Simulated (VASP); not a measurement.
A run of VASP 6.6.1 is set up as follows.

File INCAR:

```
  ALGO = Normal
  EDIFF = 1E-6
  ENCUT = 520
  ISIF = 2
  ISMEAR = 0
  LASPH = T
  LCHARG = F
  LREAL = F
  LWAVE = F
  NBANDS = 33
  NELM = 100
  PREC = Accurate
  SIGMA = 0.02
```

KPOINTS

```
k-points
0
Gamma
  8 8 6
```

POSCAR

```
TiO2
1.0
    2.6439386012     -2.6440001482     -0.0195962017
    2.6439386012      2.6440001482     -0.0195962017
   -2.6078382244      0.0000000000      4.7475278688
Ti O
2 4
Direct
    0.1250732464      0.8749267536      0.2500000000
    0.8749267536      0.1250732464      0.7500000000
    0.3329288856      0.0831105017      0.6659465375
    0.6670711144      0.9168894983      0.3340534625
    0.9168894983      0.6670711144      0.8340534625
    0.0831105017      0.3329288856      0.1659465375
```

Potentials or basis: VASP PAW LDA potentials, release 64 (Ti_sv, O).

The run is started by

```console
$ cat potpaw_LDA.64/Ti_sv/POTCAR potpaw_LDA.64/O/POTCAR > POTCAR
$ mpirun -np 1 vasp_std > vasp.out
```

Task: Predict the band gap on the k mesh.

Result: 2.11 eV, indirect (least direct gap 2.42 eV).

Task: Predict the pressure.

Result: 1.3 GPa.

Task: Estimate the largest force.

Result: 0.034 eV/Å.

Forces in eV/Å, atoms in the order of the input:
```
Ti   0.000  0.000  0.000
Ti   0.000  0.000  0.000
O    0.000  0.000  0.034
O    0.000  0.000 -0.034
O    0.000  0.000 -0.034
O    0.000  0.000  0.034
```

A k mesh can miss the band edges.
